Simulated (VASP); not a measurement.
Set up this calculation in VASP 6.6.1, as the native input.

- Task: single point
- Functional: PBE
- Potentials or basis: VASP PAW PBE potentials, release 64 (B, As)
- Cutoff: 520 eV
- k mesh: 6 × 6 × 6
- Occupations: fermi-dirac, width 0.02 eV
- Spin: no spin polarisation
- Dipole correction: no
- Further INCAR settings: ALGO = Normal; EDIFF = 1e-07; NBANDS = 11

The structure of BAs lies in POSCAR:

```
BAs
1.0
    0.0000000000      2.3052873216      2.3052873216
    2.3052873216      0.0000000000      2.3052873216
    2.3052873216      2.3052873216      0.0000000000
B As
1 1
Direct
    0.0000000000      0.0000000000      0.0000000000
    0.5000000000      0.5000000000      0.5000000000
```

The input as run:

INCAR

```
SYSTEM = BAs
ALGO = Normal
EDIFF = 1E-7
ENCUT = 520
GGA = PE
ISIF = 2
ISMEAR = -1
LASPH = .TRUE.
LCHARG = .FALSE.
LREAL = .FALSE.
LWAVE = .FALSE.
NBANDS = 11
NELM = 100
PREC = Accurate
SIGMA = 0.02
```

KPOINTS

```
k-points
0
G
  6 6 6
  0 0 0
```

Potentials or basis: VASP PAW PBE potentials, release 64 (B, As).

Launch:

```console
$ cat potpaw_PBE.64/B/POTCAR potpaw_PBE.64/As/POTCAR > POTCAR
$ mpirun -np 1 vasp_std > vasp.out
```

Results of the run:

The pressure is 0.7 GPa. The band gap on the k mesh is zero (band 4 reaches 8.79 eV, above the bottom of band 5 at 3.91 eV).

Caveat: the k points lie up to 0.39 Å⁻¹ apart.

Run time: 3.7 s on 1 thread of Intel(R) Xeon(R) 6975P-C (Granite Rapids), with other jobs on the host, peak memory 0.13 GiB.
